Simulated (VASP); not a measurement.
BeB2: single point with LDA

Crystal: BeB2.

```
Be B
1.0
     2.88002    0.00000    0.00000
    -1.44001    2.49417    0.00000
     0.00000    0.00000    2.82856
Be B
1 2
Direct
  0.00000 0.00000 0.00000
  0.33333 0.66667 0.50000
  0.66667 0.33333 0.50000
```

| Quantity | Value |
| --- | --- |
| Program | VASP 6.6.1 |
| Task | single point |
| Functional | LDA |
| Potentials or basis | VASP PAW LDA potentials, release 64 (Be, B) |
| Cutoff | 600 eV |
| k mesh | 11 × 11 × 10 |
| Occupations | fermi-dirac, width 0.05 eV |
| Spin | no spin polarisation |

```yaml
Pressure: 3.4 GPa
Band_gap_on_the_k_mesh: zero (band 4 reaches 11.06 eV, above the bottom of band 5 at 4.11 eV)
```

Stress tensor (GPa, compression positive):
```
 5.55  0.00  0.00
 0.00  5.55  0.00
 0.00  0.00 -0.75
```

Levels at points of the mesh, in eV from the Fermi level:
| k point | band 1 | band 2 | band 3 | band 4 | band 5 | band 6 | band 7 | band 8 | band 9 |
| --- | --- | --- | --- | --- | --- | --- | --- | --- | --- |
| (0.00, 0.00, 0.00) | -14.68 | -2.38 | -0.10 | -0.10 | 3.77 | 3.77 | 5.80 | 10.19 | 12.81 |
| (0.00, 0.00, 0.50) | -12.32 | -9.29 | 0.77 | 0.77 | 7.59 | 7.59 | 8.62 | 8.62 | 8.74 |

Wall time 22 s on 1 thread of Intel Xeon 8259CL, on a shared host, peak memory 0.14 GiB.
